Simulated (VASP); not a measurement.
# Sn in VASP: notebook

Runs on Sn. Level: PBEsol. Tasks: relaxation of cell and atoms, single point.

Everything below comes from runs of VASP 6.6.1. Logs are shortened: lines on timing, memory, paths and dates and some standing lists are left out, and cuts for length are marked.

### 1 The cell of the first run

Symmetry: I4/mmm, No. 139, tetragonal system. Conventional cell: a = 3.713 Å, b = 3.713 Å, c = 3.795 Å, α = 90.00°, β = 90.00°, γ = 90.00°. Within 4.3 Å of Sn (site symmetry 4/mmm) lie 14 Sn at 3.24 to 3.80 Å.

### 2 Relaxation of cell and atoms, PBEsol

INCAR

```
PREC = Accurate ; ENCUT = 600
EDIFF = 1E-6 ; ISMEAR = 0
SIGMA = 0.1 ; LREAL = False
LASPH = True ; NELM = 100
ALGO = Normal ; ISIF = 3
LWAVE = False ; LCHARG = False
GGA = PS ; IBRION = 2
NSW = 100 ; EDIFFG = -0.01
```

KPOINTS

```
Automatic mesh
0
Gamma
  20 20 20
```

POSCAR

```
Sn
1.0
   -1.8563688605      1.8563688605      1.8976160602
    1.8563688605     -1.8563688605      1.8976160602
    1.8563688605      1.8563688605     -1.8976160602
Sn
1
Direct
    0.5000000000      0.5000000000      0.0000000000
```

Potentials or basis: VASP PAW PBE potentials, release 64 (Sn_d).

The run is started by

```sh
> cat potpaw_PBE.64/Sn_d/POTCAR > POTCAR
> mpirun -np 1 vasp_std > vasp.out
```

OUTCAR:

```text
PREC = Accurate
   ENCUT = 600
   EDIFF = 1E-6
   ISMEAR = 0
   LREAL = False
   LASPH = True
   NELM = 100
   ISIF = 3
   GGA = PS
   IBRION = 2
   NSW = 100
   EDIFFG = -0.01

 ion  position               nearest neighbor table
   1  0.500  0.500  0.000-

  LATTYP: Found a body centered tetragonal cell.
 ALAT       =     3.7127377210
 C/A-ratio  =     1.0222192909

  Lattice vectors:

 A1 = (  -1.8563688605,   1.8563688605,   1.8976160602)
 A2 = (   1.8563688605,  -1.8563688605,   1.8976160602)
 A3 = (   1.8563688605,   1.8563688605,  -1.8976160602)

Analysis of symmetry for initial positions (statically):
=====================================================================
 Subroutine PRICEL returns:
 Original cell was already a primitive cell.

 Routine SETGRP: Setting up the symmetry group for a
 body centered tetragonal supercell.

 Subroutine GETGRP returns: Found 16 space group operations
 (whereof 16 operations were pure point group operations)
 out of a pool of 16 trial point group operations.

The static configuration has the point symmetry D_4h.

Analysis of symmetry for dynamics (positions and initial velocities):
=====================================================================
 Subroutine PRICEL returns:
 Original cell was already a primitive cell.

 Routine SETGRP: Setting up the symmetry group for a
 body centered tetragonal supercell.

 Subroutine GETGRP returns: Found 16 space group operations
 (whereof 16 operations were pure point group operations)
 out of a pool of 16 trial point group operations.

The dynamic configuration has the point symmetry D_4h.

 Subroutine INISYM returns: Found 16 space group operations
 (whereof 16 operations are pure point group operations),
 and found     1 'primitive' translations

----------------------------------------------------------------------------------------

                                     Primitive cell

  volume of cell :      26.1575

  direct lattice vectors                    reciprocal lattice vectors
    -1.856368860  1.856368860  1.897616060     0.000000000  0.269343023  0.263488495
     1.856368860 -1.856368860  1.897616060     0.269343023  0.000000000  0.263488495
     1.856368860  1.856368860 -1.897616060     0.269343023  0.269343023  0.000000000

[... 92 lines left out ...]
   NELECT =      14.0000    total number of electrons
   NUPDOWN=      -1.0000    fix difference up-down
   EMIN   =  10.00;   EMAX   =-10.00  energy-range for DOS
   EFERMI =   0.00;   METHOD = LEGACY
   ISMEAR =     0;   SIGMA  =   0.10  broadening in eV -4-tet -1-fermi 0-gaus
   EFERMI_NEDOS =   21; number of points for ismear=-14 and -15
   IALGO  =     38    algorithm
   IMIX   =      4    mixing-type and parameters
     AMIX     =   0.40;   BMIX     =  1.00
     AMIX_MAG =   1.60;   BMIX_MAG =  1.00
  volume/ion in A,a.u.               =      26.16       176.52
  Fermi-wavevector in a.u.,A,eV,Ry     =   1.329184  2.511794 24.037834  1.766731
  Thomas-Fermi vector in A             =   2.458366
   LORBIT       =      0    0 simple, 1 ext, 2 COOP (PROOUT), +10 PAW based schemes
   GGA     = PS    functional components
   LHFCALC =     F    Hartree Fock is set to
   AEXX    =    0.0000 exact exchange contribution
   IVDW    =     0    specifies the selected vdW correction
   LEPSILON=     F    determine dielectric tensor
   LRPA    =     F    only Hartree local field effects (RPA)
 conjugate gradient relaxation of ions
 non-spin polarized calculation
 Gauss-broadening in eV      SIGMA  =   0.10
  energy-cutoff  :      600.00
  volume of cell :       26.16
 maximum number of plane-waves:       911
 NGX is ok and might be reduce to    28

--------------------------------------- Ionic step        1  -------------------------------------------

 number of electron      14.0000002 magnetization

 Free energy of the ion-electron system (eV)
  ---------------------------------------------------
  ext. energy  EPLUGINS =         0.00000000
  ---------------------------------------------------
  free energy    TOTEN  =        -4.23224206 eV

  energy without entropy =       -4.22914096  energy(sigma->0) =       -4.23069151

------------------------ aborting loop because EDIFF is reached ----------------------------------------

  FORCE on cell =-STRESS in cart. coord.  units (eV):
  Direction    XX          YY          ZZ          XY          YZ          ZX
  --------------------------------------------------------------------------------------
  -------------------------------------------------------------------------------------
  Total       -0.0358882     -0.0358882     -0.0448847      0.0000000      0.0000000      0.0000000
  in kB       -2.1981901     -2.1981901     -2.7492329      0.0000000      0.0000000      0.0000000
  external PRESSURE =      -2.3818711 kB  Pullay stress =       0.0000000 kB
[... 127 lines left out ...]
--------------------------------------- Ionic step        5  -------------------------------------------

 number of electron      14.0000003 magnetization

 Free energy of the ion-electron system (eV)
  ---------------------------------------------------
  ext. energy  EPLUGINS =         0.00000000
  ---------------------------------------------------
  free energy    TOTEN  =        -4.23230531 eV

  energy without entropy =       -4.22925907  energy(sigma->0) =       -4.23078219

 E-fermi :   8.4346     XC(G=0): -10.7060

 val. band max:        8.4314622952   @ k =  -0.3000   0.3500   0.3000
 cond. band min:       8.4510176076   @ k =   0.2500   0.0500   0.0500
 fundamental gap:      0.0195553123
 Fermi energy:         8.4346092206

 k-point     1 :       0.0000    0.0000    0.0000
  band No.  band energies     occupation
      1     -13.0321      2.00000
      2     -13.0321      2.00000
      3     -13.0251      2.00000
      4     -12.8773      2.00000
      5     -12.8658      2.00000
      6      -2.9659      2.00000
      7      16.7058      0.00000
      8      16.8324      0.00000
      9      16.8324      0.00000
     10      20.4696      0.00000
     11      20.7695      0.00000
[... 309 lines left out ...]
 k-point    24 :      -0.3500    0.0500    0.0000
  band No.  band energies     occupation
      1     -13.0641      2.00000
      2     -13.0024      2.00000
      3     -12.8960      2.00000
      4     -12.8753      2.00000
      5     -12.8465      2.00000
      6      -0.5424      2.00000
      7       7.6536      2.00000
      8      12.7865      0.00000
      9      14.3954      0.00000
     10      17.4395      0.00000
     11      18.0093      0.00000

 [... further k-points ...]
[... 5 lines left out ...]
  --------------------------------------------------------------------------------------
  -------------------------------------------------------------------------------------
  Total        0.0067910      0.0067910     -0.0080707      0.0000000      0.0000000      0.0000000
  in kB        0.4175640      0.4175640     -0.4962474      0.0000000      0.0000000      0.0000000
  external PRESSURE =       0.1129602 kB  Pullay stress =       0.0000000 kB
[... 16 lines left out ...]
  FREE ENERGIE OF THE ION-ELECTRON SYSTEM (eV)
  ---------------------------------------------------
  free  energy   TOTEN  =        -4.2323053122 eV

  energy  without entropy=       -4.2292590681  energy(sigma->0) =       -4.23078219

 reached required accuracy - stopping structural energy minimisation
```

Wall time 5.4 min (1 thread of Intel Xeon Platinum 8488C (Sapphire Rapids), shared host); peak memory 0.35 GiB.

Results:

| Quantity | Value |
| --- | --- |
| Free energy | -4.2323 eV |
| Relaxed volume | 26.06 Å³/atom |
| Relaxed cell | a = 3.235 Å, b = 3.235 Å, c = 3.235 Å, α = 110.06°, β = 110.06°, γ = 108.30° |
| Space group after relaxing (to 0.05 Å) | I4/mmm (No. 139) |
| Energy gained by relaxing | 0.1 meV/atom |
| Ionic steps | 5 |
| Pressure after relaxing | 0.0 GPa |
| Band gap on the k mesh | zero (band 7 reaches 16.71 eV, above the bottom of band 8 at 5.89 eV) |

Stress tensor (GPa, compression positive):
```
 0.04  0.00  0.00
 0.00  0.04  0.00
 0.00  0.00 -0.05
```

Final structure:
```
Sn
1.0
    -1.85417    1.85417    1.89480
     1.85417   -1.85417    1.89480
     1.85417    1.85417   -1.89480
Sn
1
Direct
  0.50000 0.50000 0.00000
```

Caveat: the PAW data sets were made with another functional, which shifts forces and pressure a little; spin-orbit coupling is left out, which moves the levels of the heavy elements.

### 3 Single point, PBEsol

This run uses another cell than the first one, of the same volume but with other edges.

INCAR

```
SYSTEM = Sn
  ALGO = Normal
  EDIFF = 1E-6
  ENCUT = 520
  GGA = PS
  ISIF = 2
  ISMEAR = 0
  LASPH = .TRUE.
  LCHARG = .TRUE.
  LELF = .TRUE.
  LREAL = .FALSE.
  LVHAR = .TRUE.
  LWAVE = .FALSE.
  NBANDS = 13
  NELM = 100
  PREC = Accurate
  SIGMA = 0.1
```

KPOINTS

```
k-points
0
G
  6 6 6
  0 0 0
```

POSCAR

```
Sn
1.0
    0.0000000000      2.6244667619      2.6261370109
    1.8976160602      0.0000000000      2.6261370109
    1.8976160602      2.6244667619      0.0000000000
Sn
1
Direct
    0.5000000000      0.5000000000      0.5000000000
```

Potentials or basis: VASP PAW PBE potentials, release 64 (Sn_d).

The run is started by

```sh
> cat potpaw_PBE.64/Sn_d/POTCAR > POTCAR
> mpirun -np 1 vasp_std > vasp.out
```

Wall time 7.8 s (1 thread of Intel Xeon Platinum 8488C (Sapphire Rapids), shared host); peak memory 0.15 GiB.

The run converged. Its results:

```
Free energy            : -4.2598 eV
Pressure               : -0.1 GPa
Band gap on the k mesh : zero (band 7 reaches 16.62 eV, above the bottom of band 8 at 5.82 eV)
```

Stress tensor (GPa, compression positive):
```
-0.17  0.00  0.00
 0.00  0.01  0.00
 0.00  0.00 -0.04
```

Levels at points of the mesh, in eV from the Fermi level:
```
           k point  band 5  band 6  band 7  band 8  band 9  band 10
(0.00, 0.00, 0.00)  -21.26  -11.34    8.27    8.39    8.40    12.06
(0.50, 0.00, 0.00)  -21.17   -6.47   -4.60    3.87    5.74     8.34
(0.50, 0.50, 0.00)  -21.17   -6.33   -4.54    3.60    5.35     8.00
(0.50, 0.00, 0.50)  -21.17   -6.32   -4.54    3.59    5.35     8.00
(0.00, 0.50, 0.50)  -21.19   -2.24   -0.76   -0.34   -0.33     3.79
```

Caveat: the k points lie up to 0.39 Å⁻¹ apart; the PAW data sets were made with another functional, which shifts forces and pressure a little; spin-orbit coupling is left out, which moves the levels of the heavy elements.

### 4 Single point, PBEsol

This run uses another cell than the first one, of 26.05 Å³/atom, 0.996 times its volume.

INCAR

```
ALGO = Fast
EDIFF = 1E-6
ENCUT = 520
GGA = PS
ISIF = 2
ISMEAR = 0
LASPH = True
LCHARG = False
LREAL = False
LWAVE = False
NBANDS = 13
NELM = 80
PREC = Accurate
SIGMA = 0.1
```

KPOINTS

```
k-points
0
Gamma
  20 20 20
```

POSCAR

```
Sn
1.0
   -1.8673680349      1.8673680349      1.8673680349
    1.8673680349     -1.8673680349      1.8673680349
    1.8673680349      1.8673680349     -1.8673680349
Sn
1
Direct
    0.0000000000      0.0000000000      0.0000000000
```

The run is started by

```sh
> cat potpaw_PBE.64/Sn_d/POTCAR > POTCAR
> mpirun -np 1 vasp_std > vasp.out
```

It took 41 s on 1 thread of Intel Xeon 6975P-C (Granite Rapids), shared host; peak memory 0.2 GiB.

Results (log left out):

| Property | Result |
| --- | --- |
| Free energy | -4.2321 eV |
| Pressure | 0.0 GPa |
| Band gap on the k mesh | zero (band 7 reaches 16.80 eV, above the bottom of band 8 at 5.86 eV) |

Levels at points of the mesh, in eV from the Fermi level:
```tsv
k point	band 3	band 4	band 5	band 6	band 7	band 8	band 9	band 10	band 11	band 12
(0.00, 0.00, 0.00)	-21.47	-21.31	-21.31	-11.41	8.36	8.36	8.36	12.22	12.22	12.22
(0.50, 0.00, 0.00)	-21.32	-21.32	-21.21	-6.46	-4.64	3.75	5.59	8.21	8.43	15.36
(0.50, 0.50, 0.50)	-21.24	-21.24	-21.24	-2.24	-0.52	-0.52	-0.52	3.84	3.84	18.46
```

Caveat: the PAW data sets were made with another functional, which shifts forces and pressure a little; spin-orbit coupling is left out, which moves the levels of the heavy elements.

### 5 Relaxation of cell and atoms, PBEsol

This run uses another cell than the first one, of 27.20 Å³/atom, 1.040 times its volume.

INCAR

```
SYSTEM = Sn
PREC = Accurate ; ENCUT = 600
EDIFF = 1E-7 ; ISMEAR = 0
SIGMA = 0.1 ; LREAL = .FALSE.
LASPH = .TRUE. ; NELM = 100
ALGO = Normal ; ISIF = 3
LWAVE = .FALSE. ; LCHARG = .FALSE.
GGA = PS ; IBRION = 2
NSW = 100 ; EDIFFG = -0.01
```

KPOINTS

```
regular mesh
0
G
  20 20 20
  0 0 0
```

POSCAR

```
Sn
1.0
   -1.8946518192      1.8946518192      1.8946518192
    1.8946518192     -1.8946518192      1.8946518192
    1.8946518192      1.8946518192     -1.8946518192
Sn
1
Direct
    0.0000000000      0.0000000000      0.0000000000
```

Potentials or basis: VASP PAW PBE potentials, release 64 (Sn_d).

The run is started by

```sh
> cat potpaw_PBE.64/Sn_d/POTCAR > POTCAR
> mpirun -np 1 vasp_std > vasp.out
```

OUTCAR:

```text
SYSTEM = Sn
   PREC = Accurate
   ENCUT = 600
   EDIFF = 1E-7
   ISMEAR = 0
   LREAL = .FALSE.
   LASPH = .TRUE.
   NELM = 100
   ISIF = 3
   GGA = PS
   IBRION = 2
   NSW = 100
   EDIFFG = -0.01

 ion  position               nearest neighbor table
   1  0.000  0.000  0.000-

  LATTYP: Found a body centered cubic cell.
 ALAT       =     3.7893036384

  Lattice vectors:

 A1 = (  -1.8946518192,   1.8946518192,   1.8946518192)
 A2 = (   1.8946518192,  -1.8946518192,   1.8946518192)
 A3 = (   1.8946518192,   1.8946518192,  -1.8946518192)

Analysis of symmetry for initial positions (statically):
=====================================================================
 Subroutine PRICEL returns:
 Original cell was already a primitive cell.

 Routine SETGRP: Setting up the symmetry group for a
 body centered cubic supercell.

 Subroutine GETGRP returns: Found 48 space group operations
 (whereof 48 operations were pure point group operations)
 out of a pool of 48 trial point group operations.

The static configuration has the point symmetry O_h .

Analysis of symmetry for dynamics (positions and initial velocities):
[... 227 lines left out ...]
--------------------------------------- Ionic step        3  -------------------------------------------

 number of electron      14.0000003 magnetization

 Free energy of the ion-electron system (eV)
  ---------------------------------------------------
  ext. energy  EPLUGINS =         0.00000000
  ---------------------------------------------------
  free energy    TOTEN  =        -4.23251679 eV

  energy without entropy =       -4.22983191  energy(sigma->0) =       -4.23117435

 E-fermi :   8.4472     XC(G=0): -10.7099

 val. band max:        8.4383277156   @ k =  -0.4000   0.4000   0.4000
 cond. band min:       8.4619852801   @ k =   0.3000   0.0000   0.0000
 fundamental gap:      0.0236575645
 Fermi energy:         8.4472429809

 k-point     1 :       0.0000    0.0000    0.0000
  band No.  band energies     occupation
      1     -13.0222      2.00000
      2     -13.0222      2.00000
      3     -13.0222      2.00000
      4     -12.8630      2.00000
      5     -12.8630      2.00000
      6      -2.9623      2.00000
      7      16.8113      0.00000
      8      16.8113      0.00000
      9      16.8113      0.00000
     10      20.6679      0.00000
     11      20.6679      0.00000
[... 309 lines left out ...]
 k-point    24 :       0.2500    0.1000    0.0000
  band No.  band energies     occupation
      1     -13.0485      2.00000
      2     -12.9934      2.00000
      3     -12.8878      2.00000
      4     -12.8701      2.00000
      5     -12.8522      2.00000
      6      -0.7531      2.00000
      7       8.5554      0.12627
      8      12.0011      0.00000
      9      14.1046      0.00000
     10      17.8195      0.00000
     11      19.2818      0.00000

 [... further k-points ...]

------------------------ aborting loop because EDIFF is reached ----------------------------------------

  FORCE on cell =-STRESS in cart. coord.  units (eV):
  Direction    XX          YY          ZZ          XY          YZ          ZX
  --------------------------------------------------------------------------------------
  -------------------------------------------------------------------------------------
  Total        0.0013541      0.0013541      0.0013541     -0.0000000     -0.0000000     -0.0000000
  in kB        0.0833257      0.0833257      0.0833257     -0.0000000     -0.0000000     -0.0000000
  external PRESSURE =       0.0833257 kB  Pullay stress =       0.0000000 kB
[... 16 lines left out ...]
  FREE ENERGIE OF THE ION-ELECTRON SYSTEM (eV)
  ---------------------------------------------------
  free  energy   TOTEN  =        -4.2325167937 eV

  energy  without entropy=       -4.2298319128  energy(sigma->0) =       -4.23117435

 reached required accuracy - stopping structural energy minimisation
```

CONTCAR:

```text
Sn
   1.00000000000000
    -1.8671385914212126    1.8671385914212126    1.8671385914212126
     1.8671385914212126   -1.8671385914212126    1.8671385914212126
     1.8671385914212126    1.8671385914212126   -1.8671385914212126
  Sn
     1
Direct
     0.0000000000000000    0.0000000000000000    0.0000000000000000

  0.00000000E+00  0.00000000E+00  0.00000000E+00
```

Run time: 2.6 min. Hardware: 1 thread of Intel Xeon 6975P-C (Granite Rapids), shared host; peak memory 0.24 GiB.

Results:

```
Free energy                            : -4.2325 eV
Relaxed volume                         : 26.04 Å³/atom
Relaxed cell                           : a = 3.234 Å, b = 3.234 Å, c = 3.234 Å, α = 109.47°, β = 109.47°, γ = 109.47°
Space group after relaxing (to 0.05 Å) : Im-3m (No. 229)
Energy gained by relaxing              : 8.5 meV/atom
Ionic steps                            : 3
Pressure after relaxing                : 0.0 GPa
Band gap on the k mesh                 : zero (band 7 reaches 16.81 eV, above the bottom of band 8 at 5.87 eV)
```

Step by step:
```
step  energy change (eV)  largest force (eV/Å)  pressure (GPa)  volume (Å³)
   1              0.0000                0.0000           -2.23        27.20
   2             -0.0079                0.0000            0.67        25.74
   3             -0.0085                0.0000            0.01        26.04
```

Final structure:
```yaml
crystal:
  lattice:
    - [-1.86714, 1.86714, 1.86714]
    - [1.86714, -1.86714, 1.86714]
    - [1.86714, 1.86714, -1.86714]
  atoms:
    - { symbol: Sn, position: [0.00000, 0.00000, 0.00000] }
```

Levels at points of the mesh, in eV from the Fermi level:
| k point | band 4 | band 5 | band 6 | band 7 | band 8 | band 9 | band 10 | band 11 |
| --- | --- | --- | --- | --- | --- | --- | --- | --- |
| (0.00, 0.00, 0.00) | -21.31 | -21.31 | -11.41 | 8.36 | 8.36 | 8.36 | 12.22 | 12.22 |
| (0.50, 0.00, 0.00) | -21.32 | -21.21 | -6.46 | -4.64 | 3.75 | 5.59 | 8.22 | 8.43 |
| (0.50, 0.50, 0.50) | -21.24 | -21.24 | -2.23 | -0.52 | -0.52 | -0.52 | 3.84 | 3.84 |

Caveat: the PAW data sets were made with another functional, which shifts forces and pressure a little; spin-orbit coupling is left out, which moves the levels of the heavy elements.

### 6 The runs side by side

| task | cell | k mesh | cutoff (eV) | gap on the mesh (eV) | pressure (GPa) | relaxed volume (Å³/atom) |
| --- | --- | --- | --- | --- | --- | --- |
| relaxation of cell and atoms | relaxed from a = 3.239 Å, angles 110.1, 110.1, 108.3°, 1 atom | 20 × 20 × 20 | 600 | none | 0.0 | 26.06 |
| single point | a = 3.713, b = 3.240, c = 3.239 Å, angles 69.9, 55.1, 55.0°, 1 atom | 6 × 6 × 6 | 520 | none | -0.1 | - |
| single point | a = 3.234 Å, angles 109.5°, 1 atom | 20 × 20 × 20 | 520 | none | 0.0 | - |
| relaxation of cell and atoms | relaxed from a = 3.282 Å, angles 109.5°, 1 atom | 20 × 20 × 20 | 600 | none | 0.0 | 26.04 |

Alike in all rows: level PBEsol; potentials or basis VASP PAW PBE potentials, release 64 (Sn_d); no spin polarisation; smearing gaussian 0.1 eV.

Caveats: some runs use coarse meshes; the PAW data sets were made with another functional, which shifts forces and pressure a little; spin-orbit coupling is left out, which moves the levels of the heavy elements.

Total energies depend on the potentials used, so only differences within one code and one set of settings carry meaning.
